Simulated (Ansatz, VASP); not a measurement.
**Two plane-wave programs on Te**

```
CELL_PARAMETERS angstrom
2.22826 1.28649 1.66763
-2.22826 1.28649 1.66763
0.00000 -2.57298 1.66763
ATOMIC_POSITIONS crystal
Te 0.50000 0.50000 0.50000
```

Alike in both runs: task single point; functional PBEsol; k mesh 15 × 15 × 15; occupations gaussian, width 0.15 eV; no spin polarisation.

```csv
,VASP,Ansatz
version,VASP 6.6.1,Ansatz 0.2.0
potentials or method,"VASP PAW PBE potentials, release 64 (Te), cutoff 520 eV","scalar-relativistic, plane waves, PAW"
valence electrons in the cell,6,16
```

VASP gave:

| Quantity | Value |
| --- | --- |
| gap on the k mesh at the Fermi level (eV) | none |
| pressure (GPa) | 5.7 |
| traceless stress, the component that is largest in VASP (GPa) | -0.49 |

Task: Estimate Ansatz's values.

Result: gap on the k mesh at the Fermi level (eV): none; pressure (GPa): 5.6; traceless stress, the component that is largest in VASP (GPa): -0.47.

VASP's potentials were made for PBE, not for PBEsol. A gap of «none» marks a metal or a gap that the smearing closes. The functional is the same, so the differences come from potentials, cutoffs and numerics. VASP's potentials hold 6 valence electrons a cell and Ansatz's 16, so a difference there can come from the potentials and not from the codes.

Spin-orbit coupling is off throughout.
